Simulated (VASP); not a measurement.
Set up this calculation in VASP 6.6.1, as the native input.

- Task: single point
- Functional: r2SCAN
- Potentials or basis: VASP PAW PBE potentials, release 64 (Zn, Se)
- Cutoff: 520 eV
- k mesh: 11 × 11 × 11
- Occupations: fermi-dirac, width 0.05 eV
- Spin: no spin polarisation
- Dipole correction: no
- Further INCAR settings: ALGO = Normal; EDIFF = 1e-06; NBANDS = 16

Crystal: ZnSe (zincblende type).

```
Zn Se
1.0
     0.00000    2.83212    2.83212
     2.83212    0.00000    2.83212
     2.83212    2.83212    0.00000
Zn Se
1 1
Cartesian
  0.0000 0.0000 0.0000
  1.4161 1.4161 1.4161
```

One way to write it, as run:

POSCAR

```
ZnSe
1.0
    0.0000000000      2.8321193536      2.8321193536
    2.8321193536      0.0000000000      2.8321193536
    2.8321193536      2.8321193536      0.0000000000
Zn Se
1 1
Direct
    0.0000000000      0.0000000000      0.0000000000
    0.2500000000      0.2500000000      0.2500000000
```

INCAR.step1

```
SYSTEM = ZnSe
PREC = Accurate
ENCUT = 520
ISMEAR = -1
SIGMA = 0.05
LREAL = .False.
LASPH = .True.
NELM = 60
NBANDS = 16
GGA = PE
ALGO = Normal
EDIFF = 1E-4
LWAVE = .True.
LCHARG = .False.
```

INCAR.step2

```
SYSTEM = ZnSe
PREC = Accurate
ENCUT = 520
EDIFF = 1E-6
ISMEAR = -1
SIGMA = 0.05
LREAL = .False.
LASPH = .True.
NELM = 60
ALGO = Normal
ISIF = 2
LWAVE = .False.
LCHARG = .False.
METAGGA = R2SCAN
LMIXTAU = .True.
NBANDS = 16
ISTART = 1
```

KPOINTS

```
Automatic mesh
0
Gamma
  11 11 11
  0 0 0
```

Potentials or basis: VASP PAW PBE potentials, release 64 (Zn, Se).

The run is started by

```console
$ cat potpaw_PBE.64/Zn/POTCAR potpaw_PBE.64/Se/POTCAR > POTCAR
$ cp INCAR.step1 INCAR
$ mpirun -np 1 vasp_std > vasp.out
$ cp INCAR.step2 INCAR
$ mpirun -np 1 vasp_std > vasp.out
```

Results of the run:

| Property | Result |
| --- | --- |
| Pressure | 0.1 GPa |
| Band gap on the k mesh | 1.87 eV, direct |

Caveat: the PAW data sets were made with another functional, which shifts forces and pressure a little.

It took 74 s on 1 thread of Intel(R) Xeon(R) 6975P-C (Granite Rapids) (shared host), peak memory 0.19 GiB.
